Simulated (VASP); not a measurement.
## MoS2: single point with r2SCAN

The system is MoS2, a slab with vacuum.

```
CELL_PARAMETERS angstrom
3.18413 0.00000 0.00000
-1.59206 2.75753 0.00000
0.00000 0.00000 17.33460
ATOMIC_POSITIONS crystal
Mo 0.00000 0.00000 0.00000
S 0.33333 0.66667 0.08949
S 0.33333 0.66667 0.91051
```

```yaml
Program: VASP 6.6.1
Task: single point
Functional: r2SCAN
Potentials_or_basis: VASP PAW PBE potentials, release 64 (Mo_sv, S)
Cutoff: 520 eV
k_mesh: 4 × 4 × 1
Occupations: fermi-dirac, width 0.1 eV
Spin: no spin polarisation
Dipole_correction: no
Further_INCAR_settings: ALGO = Normal; EDIFF = 1e-06; NBANDS = 20
```

The largest force is 0.007 eV/Å and the band gap on the k mesh is 2.25 eV, indirect (least direct gap 2.87 eV).

Forces in eV/Å, atoms in the order of the input:
```
Mo   0.000  0.000  0.000
S    0.000  0.000 -0.007
S    0.000  0.000  0.007
```

Levels at points of the mesh, in eV from the valence-band top:
```tsv
k point	band 9	band 10	band 11	band 12	band 13	band 14	band 15	band 16	band 17	band 18
(0.00, 0.00, 0.00)	-2.88	-1.92	-1.72	-1.72	0.00	2.88	2.88	3.14	3.14	5.92
(0.50, 0.00, 0.00)	-4.33	-3.44	-2.05	-1.18	-0.70	2.32	2.85	4.16	4.53	6.57
```

It took 95 s on 1 thread of Intel(R) Xeon(R) Platinum 8259CL CPU @ 2.50GHz (Skylake/Cascade Lake), on a shared host, peak memory 0.29 GiB.

Caveat: the k points lie up to 0.57 Å⁻¹ apart; the PAW data sets were made with another functional, which shifts forces and pressure a little.
